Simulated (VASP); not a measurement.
Runs of VASP 6.6.1 on CuAu3. The structure is that of space group I4/mmm (No. 139), or close to it. The cells are those of the table. 

```csv
cell,further INCAR settings,gap on the mesh (eV),pressure (GPa)
"a = 4.959 Å, angles 132.7, 132.7, 69.2°, 4 atoms",ALGO = Fast; EDIFF = 1e-06; NBANDS = 30,none,-4.6
"a = 4.892 Å, angles 132.7, 132.7, 69.2°, 4 atoms",ALGO = Fast; EDIFF = 1e-07; NBANDS = 30,none,2.1
"a = 4.992 Å, angles 132.7, 132.7, 69.2°, 4 atoms",ALGO = Fast; EDIFF = 1e-06; NBANDS = 30,none,(b)
"a = 4.925 Å, angles 132.7, 132.7, 69.2°, 4 atoms",ALGO = Fast; EDIFF = 1e-06; NBANDS = 30,none,-1.4
"a = 5.056 Å, angles 132.7, 132.7, 69.2°, 4 atoms",ALGO = Fast; EDIFF = 1e-06; NBANDS = 30,none,-11.8
"a = 5.024 Å, angles 132.7, 132.7, 69.2°, 4 atoms",ALGO = Fast; EDIFF = 1e-07; NBANDS = 30,none,-9.8
"a = 4.857 Å, angles 132.7, 132.7, 69.2°, 4 atoms",ALGO = Fast; EDIFF = 1e-07; NBANDS = 30,none,(a)
```

Alike in all rows: task single point; level PBEsol; potentials or basis VASP PAW PBE potentials, release 64 (Au, Cu); no spin polarisation; k mesh 9 × 9 × 9; cutoff (eV) 520; smearing fermi-dirac 0.05 eV.

Task: Fill in the values left out.

Result: (a) 6.2; (b) -7.5.

Caveats: the PAW data sets were made with another functional, which shifts forces and pressure a little; spin-orbit coupling is left out, which moves the levels of the heavy elements.

A k mesh can miss the band edges, and the runs leave out spin-orbit coupling on Au.

A gap of «none» marks levels without a gap at the run's occupations.
